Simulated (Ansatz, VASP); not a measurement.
Si in VASP and in Ansatz

INCAR

```
SYSTEM = Si
ALGO     = Normal         ! electronic algorithm
EDIFF    = 1E-7           ! SCF threshold, eV
ENCUT    = 520            ! plane-wave cutoff, eV
ISIF     = 2              ! what is computed and relaxed
ISMEAR   = 0              ! smearing method
LASPH    = .TRUE.         ! aspherical terms in the spheres
LCHARG   = .TRUE.         ! write CHGCAR
LELF     = .TRUE.         ! ELF
LREAL    = .FALSE.        ! projectors in reciprocal space
LVHAR    = .TRUE.       
LWAVE    = .FALSE.        ! write WAVECAR
NBANDS   = 11             ! bands
NELM     = 60             ! most SCF steps
PREC     = Accurate       ! precision mode
SIGMA    = 0.05           ! smearing width, eV
```

File KPOINTS:

```
k-points
0
G
  12 12 12
  0 0 0
```

The input POSCAR:

```
Si
1.0
    0.0000000000      2.7009735863      2.7009735863
    2.7009735863      0.0000000000      2.7009735863
    2.7009735863      2.7009735863      0.0000000000
Si
2
Direct
    0.5000000000      0.5000000000      0.4955571576
    0.7500000000      0.7500000000      0.7544428424
```

Input for Ansatz:

```yaml
crystal:
  lattice:
    - [0.0, 2.7009735863, 2.7009735863]
    - [2.7009735863, 0.0, 2.7009735863]
    - [2.7009735863, 2.7009735863, 0.0]
  atoms:
    - { symbol: Si, position: [0.5, 0.5, 0.4955571576] }
    - { symbol: Si, position: [0.75, 0.75, 0.7544428424] }
basis:
  ecutwfc: 420
kpoints:
  mp_grid: { grid: [12, 12, 12] }
hamiltonian:
  xc: lda
scf:
  occupations: { method: gaussian, width: 0.05 }
output:
  forces: true
  stress: true
  eigenvalues: true
```

Change from the starting cell: mode 4 frozen in at -0.012 Å and mode 5 at -0.012 Å (largest displacements).

Alike in both runs: task single point; functional LDA; k mesh 12 × 12 × 12; occupations gaussian, width 0.05 eV; no spin polarisation.

|  | VASP | Ansatz |
| --- | --- | --- |
| version | VASP 6.6.1 | Ansatz 0.2.0 |
| potentials or method | VASP PAW LDA potentials, release 64 (Si), cutoff 520 eV | scalar-relativistic, plane waves, PAW |
| valence electrons in the cell | 8 | 8 |

|  | VASP | Ansatz | Ansatz less VASP |
| --- | --- | --- | --- |
| gap on the k mesh at the Fermi level (eV) | 0.27 | 0.27 | +0.001 |
| least direct gap on the mesh (eV) | 2.27 | 2.27 | +0.001 |
| pressure (GPa) | 0.1 | 0.0 | -0.04 |
| traceless stress, the component that is largest in VASP (GPa) | -0.97 | -0.97 | +0.002 |
| rms of the force components (eV/Å) | 0.267 | 0.267 | +0.0001 |

LDA's correlation is that of Perdew and Zunger in VASP and of Perdew and Wang (1992) in Ansatz. Atom by atom the forces differ by 0.000 eV/Å (rms over components).
